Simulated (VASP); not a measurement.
Write the native input for VASP 6.6.1 that does the following.

```yaml
Task: single point
Functional: PBEsol
Potentials_or_basis: VASP PAW PBE potentials, release 64 (Pt)
Cutoff: 520 eV
k_mesh: 18 × 18 × 18
Occupations: gaussian, width 0.05 eV
Spin: no spin polarisation
Dipole_correction: no
Further_INCAR_settings: ALGO = Normal; EDIFF = 1e-06; NBANDS = 11
```

The structure of Pt lies in POSCAR:

```
Pt
1.0
    0.0000000000      1.9578018628      1.9578018628
    1.9578018628      0.0000000000      1.9578018628
    1.9578018628      1.9578018628      0.0000000000
Pt
1
Direct
    0.0000000000      0.0000000000      0.0000000000
```

The input as run:

INCAR

```
SYSTEM = Pt
  PREC = Accurate
  ENCUT = 520
  EDIFF = 1E-6
  ISMEAR = 0
  SIGMA = 0.05
  LREAL = .FALSE.
  LASPH = .TRUE.
  NELM = 80
  ALGO = Normal
  ISIF = 2
  LWAVE = .FALSE.
  LCHARG = .FALSE.
  GGA = PS
  NBANDS = 11
```

KPOINTS

```
Automatic mesh
0
G
  18 18 18
  0 0 0
```

Potentials or basis: VASP PAW PBE potentials, release 64 (Pt).

Launch:

```bash
$ cat potpaw_PBE.64/Pt/POTCAR > POTCAR
$ mpirun -np 1 vasp_std > vasp.out
```

Results of the run:

```
Pressure               : 0.0 GPa
Band gap on the k mesh : zero (band 5 reaches 11.69 eV, above the bottom of band 6 at 9.44 eV)
```

Caveat: the PAW data sets were made with another functional, which shifts forces and pressure a little; spin-orbit coupling is left out, which moves the levels of the heavy elements.

It took 20 s on 1 thread of Intel(R) Xeon(R) Platinum 8375C CPU @ 2.90GHz (Ice Lake) (shared host), peak memory 0.16 GiB.
